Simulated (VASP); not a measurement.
Input of a VASP 6.6.1 run:

Contents of INCAR:

```
ALGO = Normal ; EDIFF = 1E-6
ENCUT = 520 ; GGA = PE
ISIF = 2 ; ISMEAR = 0
LASPH = T ; LCHARG = F
LREAL = F ; LWAVE = F
NBANDS = 31 ; NELM = 80
PREC = Accurate ; SIGMA = 0.02
```

Contents of KPOINTS:

```
k-points
0
Gamma
  12 12 4
```

File POSCAR:

```
HfPdSe4
1.0
    3.7552773846      0.0000000000      0.0000000000
   -1.8776386923      3.2521656133      0.0000000000
    0.0000000000      0.0000000000     13.4302469000
Hf Pd Se
1 1 4
Direct
    0.0000000000      0.0000000000      0.0000000000
    0.0000000000      0.0000000000      0.5000000000
    0.6666666667      0.3333333333      0.8821190000
    0.6666666667      0.3333333333      0.4032910000
    0.3333333333      0.6666666667      0.5967090000
    0.3333333333      0.6666666667      0.1178810000
```

Potentials or basis: VASP PAW PBE potentials, release 64 (Hf_pv, Pd, Se).

The run is started by

```console
$ cat potpaw_PBE.64/Hf_pv/POTCAR potpaw_PBE.64/Pd/POTCAR potpaw_PBE.64/Se/POTCAR > POTCAR
$ mpirun -np 1 vasp_std > vasp.out
```

Problem. Estimate the pressure.

Solution. -0.1 GPa.

Problem. Estimate the largest force.

Solution. 0.036 eV/Å.

Problem. Predict the band gap on the k mesh.

Solution. 0.57 eV (least direct gap 0.96 eV).

Forces on the atoms (eV/Å):
```
Hf   0.000  0.000  0.000
Pd   0.000  0.000  0.000
Se   0.000  0.000  0.036
Se   0.000  0.000  0.001
Se   0.000  0.000 -0.001
Se   0.000  0.000 -0.036
```

Caveat: spin-orbit coupling is left out, which moves the levels of the heavy elements; this functional lacks dispersion, which binds the layers, so the pressure and a relaxed spacing across them are unreliable. A k mesh can miss the band edges.
